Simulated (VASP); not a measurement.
# Lu (Im-3m) in VASP: a series of runs

Lu is run at these levels: r2SCAN+D3(BJ), r2SCAN+rVV10, r2SCAN+D4, r2SCAN; tasks: single point.

Program: VASP 6.6.1. These are calculated values, not measurements. Logs are shortened: lines on timing, memory, paths and dates and some standing lists are left out, and cuts for length are marked.

### 1 The cell of the first run

The structure is cubic, space group Im-3m (No. 229). Conventional cell: a = 3.866 Å, b = 3.866 Å, c = 3.866 Å, α = 90.00°, β = 90.00°, γ = 90.00°. Within 4.4 Å of Lu (site symmetry m-3m) lie 14 Lu at 3.35 to 3.87 Å.

### 2 Single point, r2SCAN+D3(BJ)

File POSCAR:

```
Lu
1.0
   -1.9331786733      1.9331786733      1.9331786733
    1.9331786733     -1.9331786733      1.9331786733
    1.9331786733      1.9331786733     -1.9331786733
Lu
1
Direct
    0.0000000000      0.0000000000      0.0000000000
```

File INCAR.step1:

```
ALGO = Normal
EDIFF = 1E-4
ENCUT = 520
GGA = PE
ISMEAR = -1
LASPH = T
LCHARG = F
LREAL = F
LWAVE = T
NBANDS = 18
NELM = 60
PREC = Accurate
SIGMA = 0.05
```

File INCAR.step2:

```
ALGO = Normal
EDIFF = 1E-7
ENCUT = 520
ISIF = 2
ISMEAR = -1
ISTART = 1
IVDW = 12
LASPH = T
LCHARG = F
LMIXTAU = T
LREAL = F
LWAVE = F
METAGGA = R2SCAN
NBANDS = 18
NELM = 60
PREC = Accurate
SIGMA = 0.05
VDW_A1 = 0.49484001
VDW_A2 = 5.73083694
VDW_S6 = 1.0
VDW_S8 = 0.78981345
```

File KPOINTS:

```
k-points
0
Gamma
  10 10 10
```

Potentials or basis: VASP PAW PBE potentials, release 64 (Lu).

Launch:

```
$ cat potpaw_PBE.64/Lu/POTCAR > POTCAR
$ cp INCAR.step1 INCAR
$ mpirun -np 1 vasp_std > vasp.out
$ cp INCAR.step2 INCAR
$ mpirun -np 1 vasp_std > vasp.out
```

OUTCAR:

```text
EDIFF = 1E-7
   ENCUT = 520
   ISIF = 2
   ISMEAR = -1
   ISTART = 1
   IVDW = 12
   LASPH = T
   LREAL = F
   METAGGA = R2SCAN
   NELM = 60
   PREC = Accurate
 IVDW          = 12

 ion  position               nearest neighbor table
   1  0.000  0.000  0.000-

  LATTYP: Found a body centered cubic cell.
 ALAT       =     3.8663573466

  Lattice vectors:

 A1 = (  -1.9331786733,   1.9331786733,   1.9331786733)
 A2 = (   1.9331786733,  -1.9331786733,   1.9331786733)
 A3 = (   1.9331786733,   1.9331786733,  -1.9331786733)

Analysis of symmetry for initial positions (statically):
=====================================================================
 Subroutine PRICEL returns:
 Original cell was already a primitive cell.

 Routine SETGRP: Setting up the symmetry group for a
 body centered cubic supercell.

 Subroutine GETGRP returns: Found 48 space group operations
 (whereof 48 operations were pure point group operations)
 out of a pool of 48 trial point group operations.

The static configuration has the point symmetry O_h .

Analysis of symmetry for dynamics (positions and initial velocities):
=====================================================================
 Subroutine PRICEL returns:
 Original cell was already a primitive cell.

 Routine SETGRP: Setting up the symmetry group for a
 body centered cubic supercell.

 Subroutine GETGRP returns: Found 48 space group operations
 (whereof 48 operations were pure point group operations)
 out of a pool of 48 trial point group operations.

The dynamic configuration has the point symmetry O_h .

 Subroutine INISYM returns: Found 48 space group operations
 (whereof 48 operations are pure point group operations),
 and found     1 'primitive' translations

----------------------------------------------------------------------------------------

                                     Primitive cell

  volume of cell :      28.8985

  direct lattice vectors                    reciprocal lattice vectors
    -1.933178673  1.933178673  1.933178673     0.000000000  0.258641380  0.258641380
     1.933178673 -1.933178673  1.933178673     0.258641380  0.000000000  0.258641380
     1.933178673  1.933178673 -1.933178673     0.258641380  0.258641380  0.000000000

  length of vectors
     3.348363682  3.348363682  3.348363682     0.365774147  0.365774147  0.365774147

  position of ions in fractional coordinates (direct lattice)
     0.000000000  0.000000000  0.000000000

  ion indices of the primitive-cell ions
   primitive index   ion index
                 1           1

----------------------------------------------------------------------------------------

 KPOINTS: k-points

Automatic generation of k-mesh.
 Grid dimensions read from file:
 generate k-points for:   10   10   10

 Generating k-lattice:

  Cartesian coordinates                     Fractional coordinates (reciprocal lattice)
     0.000000000  0.025864138  0.025864138     0.100000000  0.000000000  0.000000000
     0.025864138  0.000000000  0.025864138     0.000000000  0.100000000  0.000000000
     0.025864138  0.025864138  0.000000000     0.000000000  0.000000000  0.100000000

  Length of vectors
     0.036577415  0.036577415  0.036577415

  Shift w.r.t. Gamma in fractional coordinates (k-lattice)
     0.000000000  0.000000000  0.000000000

 Subroutine IBZKPT returns following result:
 ===========================================

 Found     47 irreducible k-points:

 Following reciprocal coordinates:
            Coordinates               Weight
  0.000000  0.000000  0.000000      1.000000
  0.100000  0.000000  0.000000     12.000000
  0.200000  0.000000  0.000000     12.000000
  0.300000  0.000000  0.000000     12.000000
  0.400000  0.000000  0.000000     12.000000
  0.500000  0.000000  0.000000      6.000000
[... 16 lines left out ...]
  0.300000  0.300000  0.100000      8.000000
 -0.300000  0.300000  0.100000     24.000000
 [... further k-points ...]
   k-points           NKPTS =     47   k-points in BZ     NKDIM =     47   number of bands    NBANDS=     18
   number of dos      NEDOS =    301   number of ions     NIONS =      1
   total plane-waves  NPLWV =  21952
   dimension x,y,z NGX =    28 NGY =   28 NGZ =   28
   dimension x,y,z NGXF=    56 NGYF=   56 NGZF=   56
   ions per type =               1
   NGX,Y,Z   is equivalent  to a cutoff of  13.90, 13.90, 13.90 a.u.
   NGXF,Y,Z  is equivalent  to a cutoff of  27.80, 27.80, 27.80 a.u.
 SYSTEM =  unknown system
   PREC   = accura    normal or accurate (medium, high low for compatibility)
   ISTART =      1    job   : 0-new  1-cont  2-samecut
   ICHARG =      0    charge: 1-file 2-atom 10-const
   ISPIN  =      1    spin polarized calculation?
   LNONCOLLINEAR =      F non collinear calculations
   LSORBIT =      F    spin-orbit coupling
   LASPH  =      T    aspherical Exc in radial PAW
   ENCUT  =  520.0 eV  38.22 Ry    6.18 a.u.   6.23  6.23  6.23*2*pi/ulx,y,z
   NELM   =     60;   NELMIN=  2; NELMDL=  0     # of ELM steps
   EDIFF  = 0.1E-06   stopping-criterion for ELM
   LREAL  =      F    real-space projection
   EDIFFG = 0.1E-05   stopping-criterion for IOM
   NSW    =      0    number of steps for IOM
   IBRION =     -1    ionic relax: 0-MD 1-quasi-New 2-CG
   NFREE  =      0    steps in history (QN), initial steepest desc. (CG)
   ISIF   =      2    stress and relaxation
   ISYM   =      2    0-nonsym 1-usesym 2-fastsym
   POTIM  = 0.5000    time-step for ionic-motion
   TEBEG  =    0.0;   TEEND  =   0.0 temperature during run
   PSTRESS=    0.0 pullay stress
   NELECT =      25.0000    total number of electrons
   NUPDOWN=      -1.0000    fix difference up-down
   EMIN   =  10.00;   EMAX   =-10.00  energy-range for DOS
   EFERMI =   0.00;   METHOD = LEGACY
   ISMEAR =    -1;   SIGMA  =   0.05  broadening in eV -4-tet -1-fermi 0-gaus
   EFERMI_NEDOS =   21; number of points for ismear=-14 and -15
   IALGO  =     38    algorithm
   IMIX   =      4    mixing-type and parameters
     AMIX     =   0.40;   BMIX     =  1.00
     AMIX_MAG =   1.60;   BMIX_MAG =  1.00
  volume/ion in A,a.u.               =      28.90       195.02
  Fermi-wavevector in a.u.,A,eV,Ry     =   1.559898  2.947780 33.106804  2.433281
  Thomas-Fermi vector in A             =   2.663189
   LORBIT       =      0    0 simple, 1 ext, 2 COOP (PROOUT), +10 PAW based schemes
   METAGGA = R2SCAN    functional components
   LHFCALC =     F    Hartree Fock is set to
   AEXX    =    0.0000 exact exchange contribution
   IVDW    =    12    specifies the selected vdW correction
   LEPSILON=     F    determine dielectric tensor
   LRPA    =     F    only Hartree local field effects (RPA)
 non-spin polarized calculation
  energy-cutoff  :      520.00
  volume of cell :       28.90
 maximum number of plane-waves:       798
 NGX is ok and might be reduce to    28
   NGX = 13   NGY = 13   NGZ = 13

 number of electron      24.9999993 magnetization

 Free energy of the ion-electron system (eV)
  ---------------------------------------------------
  ext. energy  EPLUGINS =         0.00000000
  ---------------------------------------------------
  free energy    TOTEN  =       -37.95167994 eV

  energy without entropy =      -37.93654986  energy(sigma->0) =      -37.94411490

 E-fermi :   2.3637     XC(G=0): -11.6371

 val. band max:        2.3171427972   @ k =   0.4000   0.2000  -0.0000
 cond. band min:       2.4013551772   @ k =   0.2000   0.2000   0.1000
 fundamental gap:      0.0842123800
 Fermi energy:         2.3636705424

 k-point     1 :       0.0000    0.0000    0.0000
  band No.  band energies     occupation
      1     -55.7433      2.00000
      2     -25.4944      2.00000
      3     -25.4944      2.00000
      4     -25.4944      2.00000
      5      -4.0868      2.00000
      6      -2.9979      2.00000
[... 10 lines left out ...]
     17       7.0252      0.00000
     18      14.5468      0.00000

 k-point     2 :       0.1000    0.0000    0.0000
  band No.  band energies     occupation
      1     -55.7399      2.00000
      2     -25.5461      2.00000
      3     -25.5104      2.00000
      4     -25.4946      2.00000
      5      -3.7816      2.00000
      6      -2.9953      2.00000
[... 10 lines left out ...]
     17       7.0225      0.00000
     18      14.8315      0.00000

 k-point     3 :       0.2000    0.0000    0.0000
  band No.  band energies     occupation
      1     -55.7311      2.00000
      2     -25.6788      2.00000
      3     -25.5522      2.00000
      4     -25.4953      2.00000
      5      -2.9898      2.00000
      6      -2.9786      2.00000
[... 10 lines left out ...]
     17       7.0772      0.00000
     18      14.9680      0.00000

 k-point     4 :       0.3000    0.0000    0.0000
  band No.  band energies     occupation
      1     -55.7202      2.00000
      2     -25.8378      2.00000
      3     -25.6033      2.00000
      4     -25.4961      2.00000
      5      -2.9869      2.00000
      6      -2.9622      2.00000
[... 10 lines left out ...]
     17       7.3805      0.00000
     18      13.7389      0.00000

 k-point     5 :       0.4000    0.0000    0.0000
  band No.  band energies     occupation
      1     -55.7114      2.00000
      2     -25.9626      2.00000
      3     -25.6443      2.00000
      4     -25.4968      2.00000
      5      -2.9881      2.00000
      6      -2.9654      2.00000
[... 10 lines left out ...]
     17       8.9959      0.00000
     18      12.2069      0.00000

 k-point     6 :       0.5000    0.0000    0.0000
  band No.  band energies     occupation
      1     -55.7080      2.00000
      2     -26.0094      2.00000
      3     -25.6598      2.00000
      4     -25.4970      2.00000
      5      -2.9894      2.00000
      6      -2.9720      2.00000
[... 10 lines left out ...]
     17       9.9673      0.00000
     18      11.5692      0.00000

 k-point     7 :       0.1000    0.1000    0.0000
  band No.  band energies     occupation
      1     -55.7338      2.00000
      2     -25.6373      2.00000
      3     -25.5284      2.00000
      4     -25.5069      2.00000
      5      -3.2008      2.00000
      6      -2.9905      2.00000
[... 10 lines left out ...]
     17       7.1900      0.00000
     18      15.3013      0.00000

 k-point     8 :       0.2000    0.1000   -0.0000
  band No.  band energies     occupation
      1     -55.7240      2.00000
      2     -25.7740      2.00000
      3     -25.5790      2.00000
      4     -25.5125      2.00000
      5      -2.9843      2.00000
      6      -2.9675      2.00000
[... 10 lines left out ...]
     17       7.4459      0.00000
     18      14.3476      0.00000
[... 229 lines left out ...]
     17       7.4129      0.00000
     18      15.6552      0.00000

 k-point    20 :       0.2000    0.2000    0.1000
  band No.  band energies     occupation
      1     -55.7108      2.00000
      2     -25.9054      2.00000
      3     -25.6509      2.00000
      4     -25.5749      2.00000
      5      -2.9734      2.00000
      6      -2.9626      2.00000
[... 10 lines left out ...]
     17       9.5500      0.00000
     18      11.1692      0.00000

 k-point    21 :       0.3000    0.2000    0.1000
  band No.  band energies     occupation
      1     -55.7068      2.00000
      2     -25.9025      2.00000
      3     -25.7238      2.00000
      4     -25.5873      2.00000
      5      -2.9751      2.00000
      6      -2.9619      2.00000
[... 10 lines left out ...]
     17       9.1436      0.00000
     18      11.0641      0.00000

 k-point    22 :      -0.2000    0.2000    0.1000
  band No.  band energies     occupation
      1     -55.7280      2.00000
      2     -25.6794      2.00000
      3     -25.5692      2.00000
      4     -25.5352      2.00000
      5      -2.9885      2.00000
      6      -2.9719      2.00000
[... 10 lines left out ...]
     17       7.6785      0.00000
     18      14.9455      0.00000

 k-point    23 :       0.3000    0.3000    0.1000
  band No.  band energies     occupation
      1     -55.7055      2.00000
      2     -25.8193      2.00000
      3     -25.8193      2.00000
      4     -25.6031      2.00000
      5      -2.9742      2.00000
      6      -2.9538      2.00000
[... 10 lines left out ...]
     17       8.1797      0.00000
     18      12.1627      0.00000

 k-point    24 :      -0.3000    0.3000    0.1000
  band No.  band energies     occupation
      1     -55.7174      2.00000
      2     -25.8305      2.00000
      3     -25.6211      2.00000
      4     -25.5341      2.00000
      5      -2.9834      2.00000
      6      -2.9588      2.00000
[... 10 lines left out ...]
     17       7.7694      0.00000
     18      13.1541      0.00000

 [... further k-points ...]

------------------------ aborting loop because EDIFF is reached ----------------------------------------

 Edisp (eV)   -0.16981

 E8    (eV) :    -0.0735

  FORCE on cell =-STRESS in cart. coord.  units (eV):
  Direction    XX          YY          ZZ          XY          YZ          ZX
  --------------------------------------------------------------------------------------
  -------------------------------------------------------------------------------------
  Total       0.02206     0.02206     0.02206     0.00000     0.00000     0.00000
  in kB       1.22287     1.22287     1.22287     0.00000     0.00000     0.00000
  external pressure =        1.22 kB  Pullay stress =        0.00 kB

 VOLUME and BASIS-vectors are now :
 -----------------------------------------------------------------------------
  energy-cutoff  :      520.00
  volume of cell :       28.90
      direct lattice vectors                 reciprocal lattice vectors
    -1.933178673  1.933178673  1.933178673     0.000000000  0.258641380  0.258641380
     1.933178673 -1.933178673  1.933178673     0.258641380  0.000000000  0.258641380
     1.933178673  1.933178673 -1.933178673     0.258641380  0.258641380  0.000000000

 POSITION                                       TOTAL-FORCE (eV/Angst)
 -----------------------------------------------------------------------------------
      0.00000      0.00000      0.00000        -0.000000      0.000000     -0.000000
 -----------------------------------------------------------------------------------
    total drift:                               -0.000000     -0.000000     -0.000000

  FREE ENERGIE OF THE ION-ELECTRON SYSTEM (eV)
  ---------------------------------------------------
  free  energy   TOTEN  =       -38.1214935396 eV

  energy  without entropy=      -38.1063634546  energy(sigma->0) =      -38.11392850
```

Wall time 87 s (1 thread of Intel Xeon Platinum 8375C at 2.90GHz (Ice Lake), shared host); peak memory 0.2 GiB.

What came out:

- Free energy: -38.1215 eV
- Pressure: 0.1 GPa
- Dispersion energy per atom: -0.170 eV

Levels at points of the mesh, in eV from the Fermi level:
```csv
k point,band 8,band 9,band 10,band 11,band 12,band 13,band 14,band 15,band 16,band 17
"(0.00, 0.00, 0.00)",-5.36,-5.26,-5.26,-5.26,-5.25,2.47,2.47,2.47,4.66,4.66
"(0.50, 0.00, 0.00)",-5.29,-5.28,-5.27,-5.26,-2.59,0.36,0.57,4.52,5.47,7.60
"(0.50, 0.50, 0.50)",-5.32,-5.26,-5.26,-5.26,-1.67,-1.67,6.10,6.10,6.10,6.90
```

Caveat: the PAW data sets were made with another functional, which shifts forces and pressure a little; spin-orbit coupling is left out, which moves the levels of the heavy elements; pairwise dispersion overbinds metals, which lowers pressure and volume.

### 3 Single point, r2SCAN+D3(BJ)

This run uses another cell than the first one, of 29.06 Å³/atom, 1.005 times its volume.

File POSCAR:

```
Lu
1.0
   -1.9367067076      1.9367067076      1.9367067076
    1.9367067076     -1.9367067076      1.9367067076
    1.9367067076      1.9367067076     -1.9367067076
Lu
1
Direct
    0.0000000000      0.0000000000      0.0000000000
```

Edit INCAR.step1 of step 2 so:

```diff
@@ -10,3 +10,3 @@
 NBANDS = 18
-NELM = 60
+NELM = 80
 PREC = Accurate
```

Edit INCAR.step2 of step 2 so:

```diff
@@ -14,3 +14,3 @@
 NBANDS = 18
-NELM = 60
+NELM = 80
 PREC = Accurate
```

KPOINTS is that of step 2.

Potentials or basis: VASP PAW PBE potentials, release 64 (Lu).

Launch:

```
$ cat potpaw_PBE.64/Lu/POTCAR > POTCAR
$ cp INCAR.step1 INCAR
$ mpirun -np 1 vasp_std > vasp.out
$ cp INCAR.step2 INCAR
$ mpirun -np 1 vasp_std > vasp.out
```

Run time: 91 s. Hardware: 1 thread of Intel Xeon Platinum 8375C at 2.90GHz (Ice Lake), shared host; peak memory 0.2 GiB.

The run converged. Its results:

| Item | Value |
| --- | --- |
| Free energy | -38.1217 eV |
| Pressure | -0.1 GPa |
| Dispersion energy per atom | -0.169 eV |

Levels at points of the mesh, in eV from the Fermi level:
```csv
k point,band 8,band 9,band 10,band 11,band 12,band 13,band 14,band 15,band 16,band 17
"(0.00, 0.00, 0.00)",-5.37,-5.27,-5.27,-5.27,-5.26,2.47,2.47,2.47,4.65,4.65
"(0.50, 0.00, 0.00)",-5.30,-5.29,-5.28,-5.27,-2.57,0.34,0.57,4.50,5.45,7.57
"(0.50, 0.50, 0.50)",-5.33,-5.27,-5.27,-5.27,-1.65,-1.65,6.06,6.06,6.06,6.87
```

Caveat: three body term missing; the PAW data sets were made with another functional, which shifts forces and pressure a little; spin-orbit coupling is left out, which moves the levels of the heavy elements; pairwise dispersion overbinds metals, which lowers pressure and volume.

(Continued in part 2 of 3.)
